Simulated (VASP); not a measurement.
# IrPt (R-3m) in VASP: notebook, part 2 of 2

VASP 6.6.1.

### 3 Relaxation of volume and atoms at fixed shape, LDA

This run uses another cell than the first one, of 15.11 Å³/atom.

The input, INCAR:

```
ALGO     = Normal         # electronic algorithm
EDIFF    = 1E-6           # SCF threshold, eV
EDIFFG   = -0.02          # ionic threshold
ENCUT    = 600            # plane-wave cutoff, eV
GGA      = CA             # functional
IBRION   = 2              # ionic algorithm
ISIF     = 8              # what is computed and relaxed
ISMEAR   = 0              # smearing method
LASPH    = T              # aspherical terms in the spheres
LCHARG   = F              # write CHGCAR
LREAL    = F              # projectors in reciprocal space
LWAVE    = F              # write WAVECAR
NELM     = 100            # most SCF steps
NSW      = 80             # ionic steps
PREC     = Accurate       # precision mode
SIGMA    = 0.1            # smearing width, eV
```

The input, KPOINTS:

```
k-points
0
Gamma
  9 9 9
```

The input, POSCAR:

```
IrPt
1.0
    4.7783260000      0.0000000000      0.0000000000
    3.9668087110      2.6639872396      0.0000000000
    3.9668087110      1.2083893659      2.3741573565
Ir Pt
1 1
Direct
    0.0000000000      0.0000000000      0.0000000000
    0.5000000000      0.5000000000      0.5000000000
```

Potentials or basis: VASP PAW LDA potentials, release 64 (Ir, Pt).

Run with:

```sh
$ cat potpaw_LDA.64/Ir/POTCAR potpaw_LDA.64/Pt/POTCAR > POTCAR
$ mpirun -np 1 vasp_std > vasp.out
```

OUTCAR:

```text
EDIFF = 1E-6
   EDIFFG = -0.02
   ENCUT = 600
   GGA = CA
   IBRION = 2
   ISIF = 8
   ISMEAR = 0
   LASPH = T
   LREAL = F
   NELM = 100
   NSW = 80
   PREC = Accurate

 ion  position               nearest neighbor table
   1  0.000  0.000  0.000-   2 2.77   2 2.77   2 2.77   2 2.77   2 2.77   2 2.77
   2  0.500  0.500  0.500-   1 2.77   1 2.77   1 2.77   1 2.77   1 2.77   1 2.77

  LATTYP: Found a trigonal (rhomboedric) cell.
 ALAT       =     4.7783260000
 COS(alpha) =     0.8301670315

  Lattice vectors:

 A1 = (   4.7783260000,   0.0000000000,   0.0000000000)
 A2 = (   3.9668087110,   2.6639872396,   0.0000000000)
 A3 = (   3.9668087110,   1.2083893659,   2.3741573565)

Analysis of symmetry for initial positions (statically):
=====================================================================
 Subroutine PRICEL returns:
 Original cell was already a primitive cell.

 Routine SETGRP: Setting up the symmetry group for a
 trigonal (rhombohedral) supercell.

 Subroutine GETGRP returns: Found 12 space group operations
 (whereof 12 operations were pure point group operations)
 out of a pool of 12 trial point group operations.

The static configuration has the point symmetry D_3d.

Analysis of symmetry for dynamics (positions and initial velocities):
=====================================================================
 Subroutine PRICEL returns:
 Original cell was already a primitive cell.

 Routine SETGRP: Setting up the symmetry group for a
 trigonal (rhombohedral) supercell.

 Subroutine GETGRP returns: Found 12 space group operations
 (whereof 12 operations were pure point group operations)
 out of a pool of 12 trial point group operations.

The dynamic configuration has the point symmetry D_3d.

 Subroutine INISYM returns: Found 12 space group operations
 (whereof 12 operations are pure point group operations),
 and found     1 'primitive' translations

----------------------------------------------------------------------------------------

                                     Primitive cell

  volume of cell :      30.2216

  direct lattice vectors                    reciprocal lattice vectors
     4.778326000  0.000000000  0.000000000     0.209278312 -0.311625754 -0.191058012
     3.966808711  2.663987240  0.000000000     0.000000000  0.375377173 -0.191058012
     3.966808711  1.208389366  2.374157357     0.000000000  0.000000000  0.421202073

  length of vectors
     4.778326000  4.778326000  4.778326000     0.421202073  0.421202073  0.421202073

  position of ions in fractional coordinates (direct lattice)
     0.000000000  0.000000000  0.000000000
     0.500000000  0.500000000  0.500000000

  ion indices of the primitive-cell ions
   primitive index   ion index
                 1           1
                 2           2

----------------------------------------------------------------------------------------

 KPOINTS: k-points

Automatic generation of k-mesh.
 Grid dimensions read from file:
 generate k-points for:    9    9    9

 Generating k-lattice:

  Cartesian coordinates                     Fractional coordinates (reciprocal lattice)
[... 52 lines left out ...]
   ISTART =      0    job   : 0-new  1-cont  2-samecut
   ICHARG =      2    charge: 1-file 2-atom 10-const
   ISPIN  =      1    spin polarized calculation?
   LNONCOLLINEAR =      F non collinear calculations
   LSORBIT =      F    spin-orbit coupling
   LASPH  =      T    aspherical Exc in radial PAW
   ENCUT  =  600.0 eV  44.10 Ry    6.64 a.u.   9.54  9.54  9.54*2*pi/ulx,y,z
   NELM   =    100;   NELMIN=  2; NELMDL= -5     # of ELM steps
   EDIFF  = 0.1E-05   stopping-criterion for ELM
   LREAL  =      F    real-space projection
   EDIFFG = -.2E-01   stopping-criterion for IOM
   NSW    =     80    number of steps for IOM
   IBRION =      2    ionic relax: 0-MD 1-quasi-New 2-CG
   NFREE  =      1    steps in history (QN), initial steepest desc. (CG)
   ISIF   =      8    stress and relaxation
   ISYM   =      2    0-nonsym 1-usesym 2-fastsym
   POTIM  = 0.5000    time-step for ionic-motion
   TEBEG  =    0.0;   TEEND  =   0.0 temperature during run
   PSTRESS=    0.0 pullay stress
   NELECT =      19.0000    total number of electrons
   NUPDOWN=      -1.0000    fix difference up-down
   EMIN   =  10.00;   EMAX   =-10.00  energy-range for DOS
   EFERMI =   0.00;   METHOD = LEGACY
   ISMEAR =     0;   SIGMA  =   0.10  broadening in eV -4-tet -1-fermi 0-gaus
   EFERMI_NEDOS =   21; number of points for ismear=-14 and -15
   IALGO  =     38    algorithm
   IMIX   =      4    mixing-type and parameters
     AMIX     =   0.40;   BMIX     =  1.00
     AMIX_MAG =   1.60;   BMIX_MAG =  1.00
  volume/ion in A,a.u.               =      15.11       101.97
  Fermi-wavevector in a.u.,A,eV,Ry     =   1.402448  2.650243 26.760776  1.966862
  Thomas-Fermi vector in A             =   2.525209
   LORBIT       =      0    0 simple, 1 ext, 2 COOP (PROOUT), +10 PAW based schemes
   GGA     = CA    functional components
   LHFCALC =     F    Hartree Fock is set to
   AEXX    =    0.0000 exact exchange contribution
   IVDW    =     0    specifies the selected vdW correction
   LEPSILON=     F    determine dielectric tensor
   LRPA    =     F    only Hartree local field effects (RPA)
 conjugate gradient relaxation of ions
 non-spin polarized calculation
 Gauss-broadening in eV      SIGMA  =   0.10
  energy-cutoff  :      600.00
  volume of cell :       30.22
 maximum number of plane-waves:      1031
 NGX is ok and might be reduce to    40
   NGX = 19   NGY = 19   NGZ = 19

--------------------------------------- Ionic step        1  -------------------------------------------

 number of electron      19.0000000 magnetization

 Free energy of the ion-electron system (eV)
  ---------------------------------------------------
  ext. energy  EPLUGINS =         0.00000000
  ---------------------------------------------------
  free energy    TOTEN  =       -17.59008979 eV

  energy without entropy =      -17.57300225  energy(sigma->0) =      -17.58154602

------------------------ aborting loop because EDIFF is reached ----------------------------------------

  FORCE on cell =-STRESS in cart. coord.  units (eV):
  Direction    XX          YY          ZZ          XY          YZ          ZX
  --------------------------------------------------------------------------------------
  -------------------------------------------------------------------------------------
  Total       -3.1228578     -2.9091420     -2.8954986     -0.0717625     -0.0134028     -0.0439977
  in kB     -165.5561732   -154.2261742   -153.5028789     -3.8044401     -0.7105396     -2.3325055
  external PRESSURE =    -157.7617421 kB  Pullay stress =       0.0000000 kB
[... 131 lines left out ...]
--------------------------------------- Ionic step        5  -------------------------------------------

 number of electron      19.0000000 magnetization

 Free energy of the ion-electron system (eV)
  ---------------------------------------------------
  ext. energy  EPLUGINS =         0.00000000
  ---------------------------------------------------
  free energy    TOTEN  =       -17.66818434 eV

  energy without entropy =      -17.65253542  energy(sigma->0) =      -17.66035988

 E-fermi :  11.1024     XC(G=0): -14.0148

 val. band max:       11.0985948484   @ k =   0.4444   0.2222   0.1111
 cond. band min:      11.1193404602   @ k =  -0.4444   0.4444   0.0000
 fundamental gap:      0.0207456118
 Fermi energy:        11.1024287810

 k-point     1 :       0.0000    0.0000    0.0000
  band No.  band energies     occupation
      1       0.2038      2.00000
      2       3.1780      2.00000
      3       6.7839      2.00000
      4       6.7839      2.00000
      5       7.1875      2.00000
      6       7.2125      2.00000
      7       7.2125      2.00000
      8       9.6002      2.00000
      9       9.6002      2.00000
     10      10.4923      2.00000
     11      11.6773      0.00000
     12      11.6773      0.00000
     13      17.9083      0.00000
[... 354 lines left out ...]
  band No.  band energies     occupation
      1       3.1286      2.00000
      2       3.4552      2.00000
      3       3.9549      2.00000
      4       6.9038      2.00000
      5       7.1712      2.00000
      6       9.8111      2.00000
      7      10.8087      1.99997
      8      10.9898      1.88882
      9      11.5854      0.00000
     10      11.7254      0.00000
     11      12.2809      0.00000
     12      13.5165      0.00000
     13      18.3956      0.00000

 [... further k-points ...]

------------------------ aborting loop because EDIFF is reached ----------------------------------------

  FORCE on cell =-STRESS in cart. coord.  units (eV):
  Direction    XX          YY          ZZ          XY          YZ          ZX
  --------------------------------------------------------------------------------------
  -------------------------------------------------------------------------------------
  Total       -0.1267107      0.0613052      0.0733079     -0.0631329     -0.0117911     -0.0387068
  in kB       -7.0697513      3.4204885      4.0901746     -3.5224619     -0.6578757     -2.1596243
  external PRESSURE =       0.1469706 kB  Pullay stress =       0.0000000 kB
[... 17 lines left out ...]
  FREE ENERGIE OF THE ION-ELECTRON SYSTEM (eV)
  ---------------------------------------------------
  free  energy   TOTEN  =       -17.6681843366 eV

  energy  without entropy=      -17.6525354237  energy(sigma->0) =      -17.66035988

 reached required accuracy - stopping structural energy minimisation
```

It took 8.5 min on 1 thread of Intel Xeon 8259CL, shared host; peak memory 0.27 GiB.

What came out:

```
Free energy                           : -17.6682 eV
Relaxed volume                        : 14.36 Å³/atom
Relaxed cell                          : a = 4.698 Å, b = 4.698 Å, c = 4.698 Å, α = 33.88°, β = 33.88°, γ = 33.88°
Space group after relaxing (to 0.1 Å) : R-3m (No. 166)
Pressure after relaxing               : 0.0 GPa
Band gap on the k mesh                : zero (an odd number of electrons rules out a gap without spin polarisation)
```

Final structure:
```yaml
crystal:
  lattice:
    - [4.69761, 0.00000, 0.00000]
    - [3.89980, 2.61898, 0.00000]
    - [3.89980, 1.18798, 2.33405]
  atoms:
    - { symbol: Ir, position: [0.00000, 0.00000, 0.00000] }
    - { symbol: Pt, position: [0.50000, 0.50000, 0.50000] }
```

Levels at points of the mesh, in eV from the Fermi level:
```tsv
k point	band 7	band 8	band 9	band 10	band 11	band 12	band 13
(0.00, 0.00, 0.00)	-3.89	-1.50	-1.50	-0.61	0.57	0.57	6.81
```

Caveat: spin-orbit coupling is left out, which moves the levels of the heavy elements.
